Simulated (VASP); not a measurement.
A run of VASP 6.6.1 is set up as follows.

The input POSCAR:

```
Ti
1.0
    0.0000000000      2.0698140295      2.0698140295
    2.0698140295      0.0000000000      2.0698140295
    2.0698140295      2.0698140295      0.0000000000
Ti
1
Direct
    0.0000000000      0.0000000000      0.0000000000
```

Contents of INCAR.step1:

```
SYSTEM = Ti
PREC     = Accurate       ! precision mode
ENCUT    = 520            ! plane-wave cutoff, eV
EDIFF    = 1E-5           ! SCF threshold, eV
ISMEAR   = -1             ! smearing method
SIGMA    = 0.05           ! smearing width, eV
LREAL    = .FALSE.        ! projectors in reciprocal space
LASPH    = .TRUE.         ! aspherical terms in the spheres
NELM     = 100            ! most SCF steps
ALGO     = Normal         ! electronic algorithm
ISIF     = 2              ! what is computed and relaxed
LWAVE    = .TRUE.         ! write WAVECAR
GGA      = PE             ! functional
NBANDS   = 12             ! bands
```

The input INCAR.step2:

```
SYSTEM = Ti
PREC     = Accurate       ! precision mode
ENCUT    = 520            ! plane-wave cutoff, eV
EDIFF    = 1E-6           ! SCF threshold, eV
ISMEAR   = -1             ! smearing method
SIGMA    = 0.05           ! smearing width, eV
LREAL    = .FALSE.        ! projectors in reciprocal space
LASPH    = .TRUE.         ! aspherical terms in the spheres
NELM     = 100            ! most SCF steps
ALGO     = Normal         ! electronic algorithm
ISIF     = 2              ! what is computed and relaxed
LWAVE    = .FALSE.        ! write WAVECAR
LCHARG   = .TRUE.         ! write CHGCAR
GGA      = PE             ! functional
LHFCALC  = .TRUE.         ! exact exchange
HFSCREEN = 0.2079         ! screening, 1/A
PRECFOCK = Normal       
LELF     = .TRUE.         ! ELF
LVHAR    = .TRUE.       
ISTART   = 1            
NBANDS   = 12             ! bands
```

File KPOINTS:

```
Automatic mesh
0
G
  6 6 6
  0 0 0
```

Potentials or basis: VASP PAW PBE potentials, release 64 (Ti_sv).

Command:

```bash
$ cat potpaw_PBE.64/Ti_sv/POTCAR > POTCAR
$ cp INCAR.step1 INCAR
$ mpirun -np 1 vasp_std > vasp.out
$ cp INCAR.step2 INCAR
$ mpirun -np 1 vasp_std > vasp.out
```

(1) Estimate the pressure.

(2) Predict the band gap on the k mesh.

## Answers

(1) -3.6 GPa.

(2) zero (bands 6 and 7 overlap by 1.45 eV).

Caveat: the k points lie up to 0.44 Å⁻¹ apart, too coarse for converged energies and pressures of a metal; the PAW data sets were made with another functional, which shifts forces and pressure a little.
